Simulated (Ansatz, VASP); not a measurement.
Ir: VASP beside Ansatz

```
Ir
1.0
     2.74804    0.00000    0.00000
    -1.37402    2.37987    0.00000
     0.00000    0.00000    4.45320
Ir
2
Direct
  0.66667 0.33333 0.75000
  0.33333 0.66667 0.25000
```

Alike in both runs: task single point; functional PBE; k mesh 12 × 12 × 8; occupations gaussian, width 0.15 eV; no spin polarisation.

|  | VASP | Ansatz |
| --- | --- | --- |
| version | VASP 6.6.1 | Ansatz 0.2.0 |
| potentials or method | VASP PAW PBE potentials, release 64 (Ir), cutoff 520 eV | scalar-relativistic, plane waves, PAW |
| valence electrons in the cell | 18 | 34 |

```tsv
	VASP	Ansatz	Ansatz less VASP
gap on the k mesh at the Fermi level (eV)	none	none	-
pressure (GPa)	0.5	0.0	-0.49
traceless stress, the component that is largest in VASP (GPa)	0.70	0.68	-0.019
```

A gap of «none» marks a metal or a gap that the smearing closes. VASP's potentials hold 18 valence electrons a cell and Ansatz's 34, so a difference there can come from the potentials and not from the codes.

Spin-orbit coupling is off throughout.
